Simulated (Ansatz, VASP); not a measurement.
TaO: VASP beside Ansatz

```
Ta O
1.0
     2.97930    0.00000    0.00000
     0.00000    2.97930    0.00000
     0.00000    0.00000    2.94219
Ta O
1 1
Direct
  0.50000 0.50000 0.00000
  0.00000 0.00000 0.00000
```

Alike in both runs: functional PBE; k mesh 18 × 18 × 20; occupations gaussian, width 0.1 eV; no spin polarisation.

Ansatz relaxed the structure, and its values are those at the end. VASP's run is a single point on that final structure, the one shown.

|  | VASP | Ansatz |
| --- | --- | --- |
| version | VASP 6.6.1 | Ansatz 0.2.0 |
| potentials or method | VASP PAW PBE potentials, release 64 (Ta_sv_GW, O), cutoff 600 eV | scalar-relativistic, plane waves, PAW |
| valence electrons in the cell | 19 | 19 |

VASP gave:

* gap on the k mesh at the Fermi level (eV): none
* pressure (GPa): -0.2

Problem. Which values does Ansatz return?

Solution. gap on the k mesh at the Fermi level (eV): none; pressure (GPa): 0.0.

A gap of «none» marks a metal or a gap that the smearing closes.

Neither program's run includes spin-orbit coupling.
